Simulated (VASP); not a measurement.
## Cr: single point with PBEsol

Crystal: Cr.

```
CELL_PARAMETERS angstrom
2.96890 0.00000 0.00000
0.00000 2.96890 0.00000
0.00000 0.00000 2.96890
ATOMIC_POSITIONS crystal
Cr 0.00000 0.00000 0.00000
Cr 0.50000 0.50000 0.50000
```

```
Program                : VASP 6.6.1
Task                   : single point
Functional             : PBEsol
Potentials or basis    : VASP PAW PBE potentials, release 64 (Cr_pv)
Cutoff                 : 520 eV
k mesh                 : 18 × 18 × 18
Occupations            : gaussian, width 0.15 eV
Spin                   : collinear spin, antiferromagnetic start
Starting moments       : [-1.69, 1.69] μB
Dipole correction      : no
Further INCAR settings : ALGO = Fast; EDIFF = 1e-07; NBANDS = 23
```

* Pressure: -22.0 GPa
* Band gap on the k mesh: zero (filled and empty bands overlap)
* Net moment: 0.00 μB per cell
* Site moments: Cr -1.69, +1.69 μB
* Valence electrons inside the program's atomic spheres: Cr 10.82

Levels at points of the mesh, in eV from the Fermi level:
Spin up:
```tsv
k point	band 9	band 10	band 11	band 12	band 13	band 14	band 15	band 16
(0.00, 0.00, 0.00)	-3.62	-0.82	-0.82	-0.82	1.20	1.20	2.50	2.50
(0.50, 0.00, 0.00)	-1.97	-0.92	-0.92	-0.75	-0.06	0.56	0.56	1.60
(0.50, 0.50, 0.00)	-2.06	-2.06	0.67	0.84	0.84	0.90	1.39	2.14
(0.50, 0.50, 0.50)	-2.45	-1.44	-1.44	-1.44	0.72	0.72	2.19	2.19
```
Spin down:
| k point | band 9 | band 10 | band 11 | band 12 | band 13 | band 14 | band 15 | band 16 |
| --- | --- | --- | --- | --- | --- | --- | --- | --- |
| (0.00, 0.00, 0.00) | -3.62 | -0.82 | -0.82 | -0.82 | 1.20 | 1.20 | 2.50 | 2.50 |
| (0.50, 0.00, 0.00) | -1.97 | -0.92 | -0.92 | -0.75 | -0.06 | 0.56 | 0.56 | 1.60 |
| (0.50, 0.50, 0.00) | -2.06 | -2.06 | 0.67 | 0.84 | 0.84 | 0.90 | 1.39 | 2.14 |
| (0.50, 0.50, 0.50) | -2.45 | -1.44 | -1.44 | -1.44 | 0.72 | 0.72 | 2.19 | 2.19 |

Wall time 2.2 min on 1 thread of Intel(R) Xeon(R) Platinum 8488C (Sapphire Rapids), on a shared host, peak memory 0.28 GiB.

Caveat: the cell stands under tension; an empty level that is flat over the whole mesh can mark a ghost state of the potentials, or a narrow d or f band; the PAW data sets were made with another functional, which shifts forces and pressure a little.
